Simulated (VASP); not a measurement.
# BeTe (Fm-3m) in VASP: a series of runs, part 2 of 2

VASP 6.6.1.

**3. Single point, PBE**

This run uses another cell than the first one, of 19.26 Å³/atom.

File INCAR:

```
ALGO = Normal ; EDIFF = 1E-6
ENCUT = 520 ; GGA = PE
ISIF = 2 ; ISMEAR = 0
LASPH = True ; LCHARG = False
LREAL = False ; LWAVE = False
NBANDS = 11 ; NELM = 80
PREC = Accurate ; SIGMA = 0.1
```

File KPOINTS:

```
k-points
0
Gamma
  14 14 14
```

File POSCAR:

```
BeTe
1.0
    0.0000000000      2.6803778631      2.6803778631
    2.6803778631      0.0000000000      2.6803778631
    2.6803778631      2.6803778631      0.0000000000
Be Te
1 1
Direct
    0.0000000000      0.0000000000      0.0000000000
    0.5000000000      0.5000000000      0.5000000000
```

Potentials or basis: VASP PAW PBE potentials, release 64 (Be, Te).

Command:

```console
$ cat potpaw_PBE.64/Be/POTCAR potpaw_PBE.64/Te/POTCAR > POTCAR
$ mpirun -np 1 vasp_std > vasp.out
```

OUTCAR:

```text
EDIFF = 1E-6
   ENCUT = 520
   GGA = PE
   ISIF = 2
   ISMEAR = 0
   LASPH = True
   LREAL = False
   NELM = 80
   PREC = Accurate

 ion  position               nearest neighbor table
   1  0.000  0.000  0.000-   2 2.68   2 2.68   2 2.68   2 2.68   2 2.68   2 2.68
   2  0.500  0.500  0.500-   1 2.68   1 2.68   1 2.68   1 2.68   1 2.68   1 2.68

  LATTYP: Found a face centered cubic cell.
 ALAT       =     5.3607557262

  Lattice vectors:

 A1 = (   0.0000000000,   2.6803778631,   2.6803778631)
 A2 = (   2.6803778631,   0.0000000000,   2.6803778631)
 A3 = (   2.6803778631,   2.6803778631,   0.0000000000)

Analysis of symmetry for initial positions (statically):
=====================================================================
 Subroutine PRICEL returns:
 Original cell was already a primitive cell.

 Routine SETGRP: Setting up the symmetry group for a
 face centered cubic supercell.

 Subroutine GETGRP returns: Found 48 space group operations
 (whereof 48 operations were pure point group operations)
 out of a pool of 48 trial point group operations.

The static configuration has the point symmetry O_h .

Analysis of symmetry for dynamics (positions and initial velocities):
=====================================================================
 Subroutine PRICEL returns:
 Original cell was already a primitive cell.

 Routine SETGRP: Setting up the symmetry group for a
 face centered cubic supercell.

 Subroutine GETGRP returns: Found 48 space group operations
 (whereof 48 operations were pure point group operations)
 out of a pool of 48 trial point group operations.

The dynamic configuration has the point symmetry O_h .

 Subroutine INISYM returns: Found 48 space group operations
 (whereof 48 operations are pure point group operations),
 and found     1 'primitive' translations

----------------------------------------------------------------------------------------

                                     Primitive cell

[... 117 lines left out ...]
   AEXX    =    0.0000 exact exchange contribution
   IVDW    =     0    specifies the selected vdW correction
   LEPSILON=     F    determine dielectric tensor
   LRPA    =     F    only Hartree local field effects (RPA)
 non-spin polarized calculation
 Gauss-broadening in eV      SIGMA  =   0.10
  energy-cutoff  :      520.00
  volume of cell :       38.51
 maximum number of plane-waves:      1056
   NGX = 15   NGY = 15   NGZ = 15

 number of electron       8.0000000 magnetization

 Free energy of the ion-electron system (eV)
  ---------------------------------------------------
  ext. energy  EPLUGINS =         0.00000000
  ---------------------------------------------------
  free energy    TOTEN  =        -6.60491185 eV

  energy without entropy =       -6.60229088  energy(sigma->0) =       -6.60360137

 E-fermi :   7.2178     XC(G=0):  -9.9578

 val. band max:        7.1950619324   @ k =  -0.2857   0.1429   0.0000
 cond. band min:       7.2217000549   @ k =   0.5000   0.3571   0.0000
 fundamental gap:      0.0266381225
 Fermi energy:         7.2177512368

 k-point     1 :       0.0000    0.0000    0.0000
  band No.  band energies     occupation
      1      -6.0973      2.00000
      2       6.9896      1.99875
      3       6.9896      1.99875
      4       6.9896      1.99875
      5      10.3102      0.00000
      6      13.5269      0.00000
      7      13.5269      0.00000
      8      13.5269      0.00000
      9      14.1051      0.00000
     10      14.1051      0.00000
     11      14.1051      0.00000
[... 309 lines left out ...]
 k-point    24 :       0.2857    0.1429    0.0000
  band No.  band energies     occupation
      1      -5.2041      2.00000
      2       3.5547      2.00000
      3       5.8194      2.00000
      4       6.2551      2.00000
      5       9.2136      0.00000
      6      12.2885      0.00000
      7      12.9735      0.00000
      8      13.0359      0.00000
      9      14.1184      0.00000
     10      17.2560      0.00000
     11      17.3752      0.00000

 [... further k-points ...]

------------------------ aborting loop because EDIFF is reached ----------------------------------------

  FORCE on cell =-STRESS in cart. coord.  units (eV):
  Direction    XX          YY          ZZ          XY          YZ          ZX
  --------------------------------------------------------------------------------------
  -------------------------------------------------------------------------------------
  Total        0.0176937      0.0176937      0.0176937      0.0000000      0.0000000     -0.0000000
  in kB        0.7360557      0.7360557      0.7360557      0.0000000      0.0000000     -0.0000000
  external PRESSURE =       0.7360557 kB  Pullay stress =       0.0000000 kB

 VOLUME and BASIS-vectors are now :
 -----------------------------------------------------------------------------
  energy-cutoff  :      520.00
  volume of cell :       38.51
      direct lattice vectors                 reciprocal lattice vectors
     0.000000000  2.680377863  2.680377863    -0.186540863  0.186540863  0.186540863
     2.680377863  0.000000000  2.680377863     0.186540863 -0.186540863  0.186540863
     2.680377863  2.680377863  0.000000000     0.186540863  0.186540863 -0.186540863

 POSITION                                       TOTAL-FORCE (eV/Angst)
 -----------------------------------------------------------------------------------
      0.00000      0.00000      0.00000        -0.000000     -0.000000     -0.000000
      2.68038      2.68038      2.68038         0.000000      0.000000      0.000000
 -----------------------------------------------------------------------------------
    total drift:                                0.000000      0.000000      0.000000

  FREE ENERGIE OF THE ION-ELECTRON SYSTEM (eV)
  ---------------------------------------------------
  free  energy   TOTEN  =        -6.6049118549 eV

  energy  without entropy=       -6.6022908776  energy(sigma->0) =       -6.60360137
```

Run time: 42 s. Hardware: 1 thread of Intel Xeon 8259CL, shared host; peak memory 0.19 GiB.

Results:

- Free energy: -6.6049 eV
- Pressure: 0.1 GPa
- Band gap on the k mesh: zero (bands 4 and 5 overlap by 1.19 eV)

Levels at points of the mesh, in eV from the Fermi level:
| k point | band 1 | band 2 | band 3 | band 4 | band 5 | band 6 | band 7 | band 8 | band 9 |
| --- | --- | --- | --- | --- | --- | --- | --- | --- | --- |
| (0.00, 0.00, 0.00) | -13.32 | -0.23 | -0.23 | -0.23 | 3.09 | 6.31 | 6.31 | 6.31 | 6.89 |
| (0.50, 0.00, 0.00) | -11.39 | -6.75 | -0.22 | -0.22 | 2.33 | 2.33 | 2.99 | 5.58 | 11.98 |
| (0.50, 0.50, 0.00) | -10.57 | -6.01 | -2.98 | -2.98 | -0.90 | 3.11 | 8.88 | 8.88 | 11.28 |

Caveat: spin-orbit coupling is left out, which moves the levels of the heavy elements.

**4. Relaxation of cell and atoms, PBE**

This run uses another cell than the first one, of 19.17 Å³/atom.

File INCAR:

```
SYSTEM = BeTe
PREC     = Accurate       ! precision mode
ENCUT    = 600            ! plane-wave cutoff, eV
EDIFF    = 1E-6           ! SCF threshold, eV
ISMEAR   = 0              ! smearing method
SIGMA    = 0.1            ! smearing width, eV
LREAL    = .False.        ! projectors in reciprocal space
LASPH    = .True.         ! aspherical terms in the spheres
NELM     = 60             ! most SCF steps
ALGO     = Normal         ! electronic algorithm
ISIF     = 3              ! what is computed and relaxed
LWAVE    = .False.        ! write WAVECAR
LCHARG   = .False.        ! write CHGCAR
GGA      = PE             ! functional
IBRION   = 2              ! ionic algorithm
NSW      = 80             ! ionic steps
EDIFFG   = -0.01          ! ionic threshold
```

File KPOINTS:

```
regular mesh
0
Gamma
  14 14 14
  0 0 0
```

File POSCAR:

```
BeTe
1.0
    0.0000000000      2.6761802757      2.6761802757
    2.6761802757      0.0000000000      2.6761802757
    2.6761802757      2.6761802757      0.0000000000
Be Te
1 1
Direct
    0.0000000000      0.0000000000      0.0000000000
    0.5000000000      0.5000000000      0.5000000000
```

Command:

```console
$ cat potpaw_PBE.64/Be/POTCAR potpaw_PBE.64/Te/POTCAR > POTCAR
$ mpirun -np 1 vasp_std > vasp.out
```

Wall time 74 s (1 thread of Intel Xeon 8259CL, shared host); peak memory 0.21 GiB.

The run converged. Its results:

```
Free energy                           : -6.6049 eV
Relaxed volume                        : 19.30 Å³/atom
Relaxed cell                          : a = 3.793 Å, b = 3.793 Å, c = 3.793 Å, α = 60.00°, β = 60.00°, γ = 60.00°
Space group after relaxing (to 0.1 Å) : Fm-3m (No. 225)
Energy gained by relaxing             : 0.1 meV/atom
Ionic steps                           : 2
Pressure after relaxing               : -0.1 GPa
Band gap on the k mesh                : zero (bands 4 and 5 overlap by 1.19 eV)
```

The path:
```csv
step,energy change (eV),largest force (eV/Å),pressure (GPa),volume (Å³)
1,0.0000,0.0000,0.39,38.33
2,-0.0002,0.0000,-0.08,38.60
```

Final structure:
```xyz
2
Lattice="0.0000 2.6823 2.6823 2.6823 0.0000 2.6823 2.6823 2.6823 0.0000" Properties=species:S:1:pos:R:3 pbc="T T T"
Be    2.6823    0.0000    2.6823
Te    2.6823    2.6823    2.6823
```

Levels at points of the mesh, in eV from the Fermi level:
| k point | band 1 | band 2 | band 3 | band 4 | band 5 | band 6 | band 7 | band 8 |
| --- | --- | --- | --- | --- | --- | --- | --- | --- |
| (0.00, 0.00, 0.00) | -13.30 | -0.23 | -0.23 | -0.23 | 3.07 | 6.30 | 6.30 | 6.30 |
| (0.50, 0.00, 0.00) | -11.38 | -6.73 | -0.22 | -0.22 | 2.33 | 2.33 | 2.98 | 5.57 |
| (0.50, 0.50, 0.00) | -10.56 | -5.99 | -2.97 | -2.97 | -0.90 | 3.12 | 8.86 | 8.86 |

Caveat: spin-orbit coupling is left out, which moves the levels of the heavy elements.

**5. Summary**

```tsv
task	cell	k mesh	cutoff (eV)	gap on the mesh (eV)	pressure (GPa)	relaxed volume (Å³/atom)
relaxation of cell and atoms	relaxed from a = 3.258 Å, angles 60.0°, 2 atoms	8 × 8 × 8	600	none	-0.2	19.30
single point	a = 3.791 Å, angles 60.0°, 2 atoms	14 × 14 × 14	520	none	0.1	-
relaxation of cell and atoms	relaxed from a = 3.785 Å, angles 60.0°, 2 atoms	14 × 14 × 14	600	none	-0.1	19.30
```

Alike in all rows: level PBE; potentials or basis VASP PAW PBE potentials, release 64 (Be, Te); no spin polarisation; smearing gaussian 0.1 eV.

Caveats: spin-orbit coupling is left out, which moves the levels of the heavy elements; the volume moved by over 15 % at a fixed basis, so the end points are rough (at least some runs).

Absolute energies hang on the potentials; compare differences alone.
